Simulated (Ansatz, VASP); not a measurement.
One calculation of Be2Cd, two programs

```xyz
6
Lattice="5.0503 0.0000 0.0000 0.0000 5.0503 0.0000 0.0000 0.0000 3.2529" Properties=species:S:1:pos:R:3 pbc="T T T"
Be    1.5454    1.5454    0.0000
Be    0.9798    4.0705    1.6265
Be    3.5049    3.5049    0.0000
Be    4.0705    0.9798    1.6265
Cd    0.0000    0.0000    0.0000
Cd    2.5252    2.5252    1.6265
```

Alike in both runs: task single point; functional PBE; k mesh 4 × 4 × 6; occupations gaussian, width 0.1 eV; no spin polarisation.

|  | VASP | Ansatz |
| --- | --- | --- |
| version | VASP 6.6.1 | Ansatz 0.2.0 |
| potentials or method | VASP PAW PBE potentials, release 64 (Be, Cd), cutoff 520 eV | scalar-relativistic, plane waves, PAW |
| valence electrons in the cell | 32 | 48 |

```csv
,VASP,Ansatz,Ansatz less VASP
gap on the k mesh at the Fermi level (eV),none,none,-
rms of the force components (eV/Å),0.476,0.467,-0.0086
```

Atom by atom the forces differ by 0.009 eV/Å (rms over components). A gap of «none» marks a metal or a gap that the smearing closes. VASP's potentials hold 32 valence electrons a cell and Ansatz's 48, so a difference there can come from the potentials and not from the codes.
